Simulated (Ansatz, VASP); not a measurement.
## One calculation of TiN, two programs

File POSCAR:

```
TiN
1.0
    0.0000000000      2.1190000000      2.1190000000
    2.1190000000      0.0000000000      2.1190000000
    2.1190000000      2.1190000000      0.0000000000
Ti N
1 1
Direct
    0.0000000000      0.0000000000      0.0000000000
    0.5000000000      0.5000000000      0.5000000000
```

The input INCAR.step1:

```
SYSTEM = TiN
PREC = Accurate ; ENCUT = 600
ISMEAR = 0 ; SIGMA = 0.1
LREAL = .FALSE. ; LASPH = .TRUE.
NELM = 100 ; GGA = PE
ALGO = Normal ; EDIFF = 1E-4
LWAVE = .TRUE. ; LCHARG = .FALSE.
```

Contents of INCAR.step2:

```
SYSTEM = TiN
PREC = Accurate ; ENCUT = 600
EDIFF = 1E-6 ; ISMEAR = 0
SIGMA = 0.1 ; LREAL = .FALSE.
LASPH = .TRUE. ; NELM = 100
ALGO = Normal ; ISIF = 3
LWAVE = .FALSE. ; LCHARG = .FALSE.
METAGGA = R2SCAN ; LMIXTAU = .TRUE.
IBRION = 2 ; NSW = 100
EDIFFG = -0.01 ; ISTART = 1
```

KPOINTS

```
Automatic mesh
0
G
  18 18 18
  0 0 0
```

Input for Ansatz:

```yaml
crystal:
  lattice:
    - [0.0, 2.119, 2.119]
    - [2.119, 0.0, 2.119]
    - [2.119, 2.119, 0.0]
  atoms:
    - { symbol: Ti, position: [0.0, 0.0, 0.0] }
    - { symbol: "N", position: [0.5, 0.5, 0.5] }
basis:
  ecutwfc: 500
kpoints:
  mp_grid: { grid: [18, 18, 18] }
hamiltonian:
  xc: r2scan
scf:
  occupations: { method: gaussian, width: 0.1 }
output:
  forces: true
  stress: true
  eigenvalues: true
relax:
  adjacent_minimum: "off"
  f_tol: 0.005
  max_steps: 80
  cell: { stress_tol: 0.05 }
```

Alike in both runs: task relaxation of cell and atoms; functional r2SCAN; k mesh 18 × 18 × 18; occupations gaussian, width 0.1 eV; no spin polarisation.

|  | VASP | Ansatz |
| --- | --- | --- |
| version | VASP 6.6.1 | Ansatz 0.2.0 |
| potentials or method | VASP PAW PBE potentials, release 64 (Ti_sv, N), cutoff 600 eV | scalar-relativistic, plane waves, PAW |
| valence electrons in the cell | 17 | 17 |

VASP gave:

```
gap on the k mesh at the Fermi level, each at its own relaxed structure (eV) : none
relaxed volume (Å³/atom)                                                     : 9.53
relaxed length of the cell vector where the two differ most in proportion (Å)              : 2.998
```

Question: Which values does Ansatz return?

Answer: gap on the k mesh at the Fermi level, each at its own relaxed structure (eV): none; relaxed volume (Å³/atom): 9.48; relaxed length of the cell vector where the two differ most in proportion (Å): 2.993.

VASP's potentials were made for PBE, not for r2SCAN. A gap of «none» marks a metal or a gap that the smearing closes.
